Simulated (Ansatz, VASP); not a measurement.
## TaN: VASP beside Ansatz

```
Ta N
1.0
     2.97666    0.00000    0.00000
    -1.48833    2.57786    0.00000
     0.00000    0.00000    2.92094
Ta N
1 1
Direct
  0.33333 0.66667 0.50000
  0.00000 0.00000 0.00000
```

Change from the starting cell: volume scaled by 1.04, PAW files.

Alike in both runs: task electric field gradients; functional LDA; k mesh 12 × 12 × 10; occupations fermi-dirac, width 0.02 eV; no spin polarisation.

```csv
,VASP,Ansatz
version,VASP 6.6.1,Ansatz 0.2.0
potentials or method,"VASP PAW LDA potentials, release 64 (Ta_pv, N)","PAW with Ansatz's default frozen-core files, scalar-relativistic"
plane-wave cutoff (eV),520,420
valence electrons in the cell,16,18
```

|  | VASP | Ansatz | Ansatz less VASP |
| --- | --- | --- | --- |
| pressure (GPa) | -22.0 | -23.5 | -1.50 |
| traceless stress, the component that is largest in VASP (GPa) | -1.87 | -1.98 | -0.109 |
| size of Vzz on the site where it differs most (V/Å²) | 23.3 | 56.1 | +32.83 |

LDA's correlation is that of Perdew and Zunger in VASP and of Perdew and Wang (1992) in Ansatz. VASP's potentials hold 16 valence electrons a cell and Ansatz's 18, so a difference there can come from the potentials and not from the codes.

Neither program's run includes spin-orbit coupling.
